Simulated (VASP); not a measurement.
# PN (Cmmm) in VASP: single point with PBE

Aim: the single point of PN with PBE.

Program: VASP 6.6.1. These are calculated values, not measurements. Logs are shortened: lines on timing, memory, paths and dates and some standing lists are left out, and cuts for length are marked.

## Step 1: The cell of the first run

Symmetry: Cmmm, No. 65, orthorhombic system. Conventional cell: a = 3.619 Å, b = 14.250 Å, c = 2.732 Å, α = 90.00°, β = 90.00°, γ = 90.00°. Within 2.2 Å of P (site symmetry m2m) lie 2 N at 1.62 Å. Within 2.2 Å of N (site symmetry m2m) lie 2 P at 1.62 Å.

The cell was built from a structure type or drawn by symmetry, and may not be a known phase.

## Step 2: Single point, PBE

The input, INCAR:

```
ALGO = Fast
EDIFF = 1E-7
ENCUT = 520
GGA = PE
ISIF = 2
ISMEAR = 0
LASPH = True
LCHARG = True
LELF = True
LREAL = False
LVHAR = True
LWAVE = False
NBANDS = 18
NELM = 100
PREC = Accurate
SIGMA = 0.01
```

The input, KPOINTS:

```
k-points
0
Gamma
  10 10 14
```

The input, POSCAR:

```
PN
1.0
    1.8093957673     -7.1252304210      0.0000000000
    1.8093957673      7.1252304210      0.0000000000
    0.0000000000      0.0000000000      2.7319137385
P N
2 2
Direct
    0.2007581736      0.7992418264      0.0000000000
    0.7992418264      0.2007581736      0.0000000000
    0.1400169017      0.8599830983      0.5000000000
    0.8599830983      0.1400169017      0.5000000000
```

Potentials or basis: VASP PAW PBE potentials, release 64 (P, N).

On the command line:

```console
> cat potpaw_PBE.64/P/POTCAR potpaw_PBE.64/N/POTCAR > POTCAR
> mpirun -np 1 vasp_std > vasp.out
```

OUTCAR:

```text
EDIFF = 1E-7
   ENCUT = 520
   GGA = PE
   ISIF = 2
   ISMEAR = 0
   LASPH = True
   LREAL = False
   NELM = 100
   PREC = Accurate

 ion  position               nearest neighbor table
   1  0.201  0.799  0.000-   3 1.62   3 1.62   2 2.29   2 2.29
   2  0.799  0.201  0.000-   4 1.62   4 1.62   1 2.29   1 2.29
   3  0.140  0.860  0.500-   1 1.62   1 1.62
   4  0.860  0.140  0.500-   2 1.62   2 1.62

  LATTYP: Found a base centered orthorhombic cell.
 ALAT       =     3.6187915346
 B/A-ratio  =     3.9379059848
 C/A-ratio  =     0.7549243200

  Lattice vectors:

 A1 = (   1.8093957673,  -7.1252304210,   0.0000000000)
 A2 = (   1.8093957673,   7.1252304210,   0.0000000000)
 A3 = (   0.0000000000,   0.0000000000,   2.7319137385)

Analysis of symmetry for initial positions (statically):
=====================================================================
 Subroutine PRICEL returns:
 Original cell was already a primitive cell.

 Routine SETGRP: Setting up the symmetry group for a
 base centered orthorhombic supercell.

 Subroutine GETGRP returns: Found  8 space group operations
 (whereof  8 operations were pure point group operations)
 out of a pool of  8 trial point group operations.

The static configuration has the point symmetry D_2h.

Analysis of symmetry for dynamics (positions and initial velocities):
=====================================================================
 Subroutine PRICEL returns:
 Original cell was already a primitive cell.

 Routine SETGRP: Setting up the symmetry group for a
 base centered orthorhombic supercell.

 Subroutine GETGRP returns: Found  8 space group operations
 (whereof  8 operations were pure point group operations)
 out of a pool of  8 trial point group operations.

The dynamic configuration has the point symmetry D_2h.

 Subroutine INISYM returns: Found  8 space group operations
 (whereof  8 operations are pure point group operations),
 and found     1 'primitive' translations

----------------------------------------------------------------------------------------

                                     Primitive cell

  volume of cell :      70.4416

  direct lattice vectors                    reciprocal lattice vectors
     1.809395767 -7.125230421  0.000000000     0.276335343 -0.070173169  0.000000000
     1.809395767  7.125230421  0.000000000     0.276335343  0.070173169  0.000000000
     0.000000000  0.000000000  2.731913738     0.000000000  0.000000000  0.366043768

  length of vectors
     7.351382291  7.351382291  2.731913738     0.285106113  0.285106113  0.366043768

  position of ions in fractional coordinates (direct lattice)
     0.200758174  0.799241826  0.000000000
     0.799241826  0.200758174  0.000000000
     0.140016902  0.859983098  0.500000000
     0.859983098  0.140016902  0.500000000

  ion indices of the primitive-cell ions
   primitive index   ion index
                 1           1
                 2           2
                 3           3
                 4           4

----------------------------------------------------------------------------------------

 KPOINTS: k-points

Automatic generation of k-mesh.
 Grid dimensions read from file:
 generate k-points for:   10   10   14

 Generating k-lattice:

  Cartesian coordinates                     Fractional coordinates (reciprocal lattice)
     0.027633534 -0.007017317  0.000000000     0.100000000  0.000000000  0.000000000
     0.027633534  0.007017317  0.000000000     0.000000000  0.100000000  0.000000000
     0.000000000  0.000000000  0.026145983     0.000000000  0.000000000  0.071428571

  Length of vectors
     0.028510611  0.028510611  0.026145983

  Shift w.r.t. Gamma in fractional coordinates (k-lattice)
     0.000000000  0.000000000  0.000000000

 Subroutine IBZKPT returns following result:
 ===========================================

 Found    248 irreducible k-points:

 Following reciprocal coordinates:
            Coordinates               Weight
  0.000000  0.000000  0.000000      1.000000
  0.100000 -0.000000  0.000000      4.000000
  0.200000 -0.000000  0.000000      4.000000
  0.300000 -0.000000  0.000000      4.000000
  0.400000  0.000000  0.000000      4.000000
  0.500000  0.000000  0.000000      2.000000
[... 16 lines left out ...]
  0.300000  0.300000  0.000000      2.000000
  0.400000  0.300000  0.000000      4.000000
 [... further k-points ...]
   k-points           NKPTS =    248   k-points in BZ     NKDIM =    248   number of bands    NBANDS=     18
   number of dos      NEDOS =    301   number of ions     NIONS =      4
   total plane-waves  NPLWV =  62720
   dimension x,y,z NGX =    56 NGY =   56 NGZ =   20
   dimension x,y,z NGXF=   112 NGYF=  112 NGZF=   40
   ions per type =               2   2
   NGX,Y,Z   is equivalent  to a cutoff of  12.66, 12.66, 12.17 a.u.
   NGXF,Y,Z  is equivalent  to a cutoff of  25.33, 25.33, 24.34 a.u.
 SYSTEM =  unknown system
   PREC   = accura    normal or accurate (medium, high low for compatibility)
   ISTART =      0    job   : 0-new  1-cont  2-samecut
   ICHARG =      2    charge: 1-file 2-atom 10-const
   ISPIN  =      1    spin polarized calculation?
   LNONCOLLINEAR =      F non collinear calculations
   LSORBIT =      F    spin-orbit coupling
   LASPH  =      T    aspherical Exc in radial PAW
   ENCUT  =  520.0 eV  38.22 Ry    6.18 a.u.  13.67 13.67  5.08*2*pi/ulx,y,z
   NELM   =    100;   NELMIN=  2; NELMDL= -5     # of ELM steps
   EDIFF  = 0.1E-06   stopping-criterion for ELM
   LREAL  =      F    real-space projection
   EDIFFG = 0.1E-05   stopping-criterion for IOM
   NSW    =      0    number of steps for IOM
   IBRION =     -1    ionic relax: 0-MD 1-quasi-New 2-CG
   NFREE  =      0    steps in history (QN), initial steepest desc. (CG)
   ISIF   =      2    stress and relaxation
   ISYM   =      2    0-nonsym 1-usesym 2-fastsym
   POTIM  = 0.5000    time-step for ionic-motion
   TEBEG  =    0.0;   TEEND  =   0.0 temperature during run
   PSTRESS=    0.0 pullay stress
   NELECT =      20.0000    total number of electrons
   NUPDOWN=      -1.0000    fix difference up-down
   EMIN   =  10.00;   EMAX   =-10.00  energy-range for DOS
   EFERMI =   0.00;   METHOD = LEGACY
   ISMEAR =     0;   SIGMA  =   0.01  broadening in eV -4-tet -1-fermi 0-gaus
   EFERMI_NEDOS =   21; number of points for ismear=-14 and -15
   IALGO  =     68    algorithm
   IMIX   =      4    mixing-type and parameters
     AMIX     =   0.40;   BMIX     =  1.00
     AMIX_MAG =   1.60;   BMIX_MAG =  1.00
  volume/ion in A,a.u.               =      17.61       118.84
  Fermi-wavevector in a.u.,A,eV,Ry     =   1.075990  2.033327 15.752214  1.157755
  Thomas-Fermi vector in A             =   2.211862
   LORBIT       =      0    0 simple, 1 ext, 2 COOP (PROOUT), +10 PAW based schemes
   GGA     = PE    functional components
   LHFCALC =     F    Hartree Fock is set to
   AEXX    =    0.0000 exact exchange contribution
   IVDW    =     0    specifies the selected vdW correction
   LEPSILON=     F    determine dielectric tensor
   LRPA    =     F    only Hartree local field effects (RPA)
 non-spin polarized calculation
 RMM-DIIS sequential band-by-band and
 Gauss-broadening in eV      SIGMA  =   0.01
  energy-cutoff  :      520.00
  volume of cell :       70.44
 maximum number of plane-waves:      1919
   NGX = 27   NGY = 27   NGZ = 11

 number of electron      19.9999999 magnetization

 Free energy of the ion-electron system (eV)
  ---------------------------------------------------
  ext. energy  EPLUGINS =         0.00000000
  ---------------------------------------------------
  free energy    TOTEN  =       -27.18681619 eV

  energy without entropy =      -27.18681619  energy(sigma->0) =      -27.18681619

 E-fermi :   2.9522     XC(G=0):  -8.1596

 val. band max:        2.8301764676   @ k =   0.0000   0.0000   0.1429
 cond. band min:       3.0842873150   @ k =   0.5000   0.5000   0.1429
 fundamental gap:      0.2541108474
 Fermi energy:         2.9521501319

 k-point     1 :       0.0000    0.0000    0.0000
  band No.  band energies     occupation
      1     -17.0389      2.00000
      2     -15.8275      2.00000
      3      -7.8818      2.00000
      4      -4.1025      2.00000
      5      -3.5041      2.00000
      6      -3.1371      2.00000
[... 10 lines left out ...]
     17      10.9672      0.00000
     18      11.7003      0.00000

 k-point     2 :       0.1000   -0.0000    0.0000
  band No.  band energies     occupation
      1     -16.9951      2.00000
      2     -15.8369      2.00000
      3      -7.8616      2.00000
      4      -4.5393      2.00000
      5      -3.4902      2.00000
      6      -3.1408      2.00000
[... 10 lines left out ...]
     17      10.9868      0.00000
     18      12.0229      0.00000

 k-point     3 :       0.2000   -0.0000    0.0000
  band No.  band energies     occupation
      1     -16.8702      2.00000
      2     -15.8707      2.00000
      3      -7.8020      2.00000
      4      -5.3714      2.00000
      5      -3.4509      2.00000
      6      -3.1530      2.00000
[... 10 lines left out ...]
     17      11.0321      0.00000
     18      12.6278      0.00000

 k-point     4 :       0.3000   -0.0000    0.0000
  band No.  band energies     occupation
      1     -16.6829      2.00000
      2     -15.9432      2.00000
      3      -7.6995      2.00000
      4      -6.1756      2.00000
      5      -3.3938      2.00000
      6      -3.1766      2.00000
[... 10 lines left out ...]
     17      11.0327      0.00000
     18      11.4463      0.00000

 k-point     5 :       0.4000    0.0000    0.0000
  band No.  band energies     occupation
      1     -16.4634      2.00000
      2     -16.0685      2.00000
      3      -7.5326      2.00000
      4      -6.8129      2.00000
      5      -3.3288      2.00000
      6      -3.2143      2.00000
[... 10 lines left out ...]
     17      10.5791      0.00000
     18      11.0950      0.00000

 k-point     6 :       0.5000    0.0000    0.0000
  band No.  band energies     occupation
      1     -16.2495      2.00000
      2     -16.2460      2.00000
      3      -7.2609      2.00000
      4      -7.2495      2.00000
      5      -3.2670      2.00000
      6      -3.2656      2.00000
[... 10 lines left out ...]
     17      10.3626      0.00000
     18      11.8419      0.00000

 k-point     7 :       0.1000    0.1000    0.0000
  band No.  band energies     occupation
      1     -16.8704      2.00000
      2     -15.8702      2.00000
      3      -7.8039      2.00000
      4      -5.3699      2.00000
      5      -3.4511      2.00000
      6      -3.1529      2.00000
[... 10 lines left out ...]
     17      11.0132      0.00000
     18      12.5827      0.00000

 k-point     8 :       0.2000    0.1000    0.0000
  band No.  band energies     occupation
      1     -16.6835      2.00000
      2     -15.9424      2.00000
      3      -7.7026      2.00000
      4      -6.1729      2.00000
      5      -3.3940      2.00000
      6      -3.1764      2.00000
[... 10 lines left out ...]
     17      10.9528      0.00000
     18      11.4474      0.00000
[... 229 lines left out ...]
     17      11.4098      0.00000
     18      11.4432      0.00000

 k-point    20 :      -0.4000    0.2000    0.0000
  band No.  band energies     occupation
      1     -16.8685      2.00000
      2     -15.8733      2.00000
      3      -7.7907      2.00000
      4      -5.3801      2.00000
      5      -3.4502      2.00000
      6      -3.1538      2.00000
[... 10 lines left out ...]
     17      11.2038      0.00000
     18      12.3083      0.00000

 k-point    21 :      -0.3000    0.2000    0.0000
  band No.  band energies     occupation
      1     -16.9937      2.00000
      2     -15.8392      2.00000
      3      -7.8509      2.00000
      4      -4.5448      2.00000
      5      -3.4895      2.00000
      6      -3.1415      2.00000
[... 10 lines left out ...]
     17      10.8838      0.00000
     18      12.0638      0.00000

 k-point    22 :      -0.2000    0.2000    0.0000
  band No.  band energies     occupation
      1     -17.0379      2.00000
      2     -15.8293      2.00000
      3      -7.8737      2.00000
      4      -4.1033      2.00000
      5      -3.5036      2.00000
      6      -3.1376      2.00000
[... 10 lines left out ...]
     17      10.7632      0.00000
     18      11.8985      0.00000

 k-point    23 :       0.3000    0.3000    0.0000
  band No.  band energies     occupation
      1     -16.4613      2.00000
      2     -16.0710      2.00000
      3      -7.5229      2.00000
      4      -6.8222      2.00000
      5      -3.3279      2.00000
      6      -3.2152      2.00000
[... 10 lines left out ...]
     17      10.5758      0.00000
     18      11.7011      0.00000

 k-point    24 :       0.4000    0.3000    0.0000
  band No.  band energies     occupation
      1     -16.6806      2.00000
      2     -15.9466      2.00000
      3      -7.6863      2.00000
      4      -6.1873      2.00000
      5      -3.3928      2.00000
      6      -3.1777      2.00000
[... 10 lines left out ...]
     17      11.4543      0.00000
     18      11.6570      0.00000

 [... further k-points ...]
[... 5 lines left out ...]
  --------------------------------------------------------------------------------------
  -------------------------------------------------------------------------------------
  Total       -0.0585209     -0.2243200     -0.4168358     -0.0000000      0.0000000      0.0000000
  in kB       -1.3310427     -5.1021014     -9.4808253     -0.0000000      0.0000000      0.0000000
  external PRESSURE =      -5.3046565 kB  Pullay stress =       0.0000000 kB

 VOLUME and BASIS-vectors are now :
 -----------------------------------------------------------------------------
  energy-cutoff  :      520.00
  volume of cell :       70.44
      direct lattice vectors                 reciprocal lattice vectors
     1.809395767 -7.125230421  0.000000000     0.276335343 -0.070173169  0.000000000
     1.809395767  7.125230421  0.000000000     0.276335343  0.070173169  0.000000000
     0.000000000  0.000000000  2.731913738     0.000000000  0.000000000  0.366043768

 POSITION                                       TOTAL-FORCE (eV/Angst)
 -----------------------------------------------------------------------------------
      1.80940      4.26433      0.00000         0.000000      0.091408      0.000000
      1.80940     -4.26433      0.00000         0.000000     -0.091408     -0.000000
      1.80940      5.12993      1.36596         0.000000     -0.108754     -0.000000
      1.80940     -5.12993      1.36596         0.000000      0.108754     -0.000000
 -----------------------------------------------------------------------------------
    total drift:                               -0.000000      0.000000     -0.000000

  FREE ENERGIE OF THE ION-ELECTRON SYSTEM (eV)
  ---------------------------------------------------
  free  energy   TOTEN  =       -27.1868161855 eV

  energy  without entropy=      -27.1868161855  energy(sigma->0) =      -27.18681619
```

Wall time 8.4 min (1 thread of Intel Xeon Platinum 8488C (Sapphire Rapids), shared host); peak memory 0.41 GiB.

Results:

```yaml
Free_energy: -27.1868 eV
Pressure: -0.5 GPa
Largest_force: 0.109 eV/Å
Band_gap_on_the_k_mesh: 0.25 eV (least direct gap 0.27 eV)
```

Forces on the atoms (eV/Å):
```
P    0.000  0.091  0.000
P    0.000 -0.091  0.000
N    0.000 -0.109  0.000
N    0.000  0.109  0.000
```

A k mesh can miss the band edges.
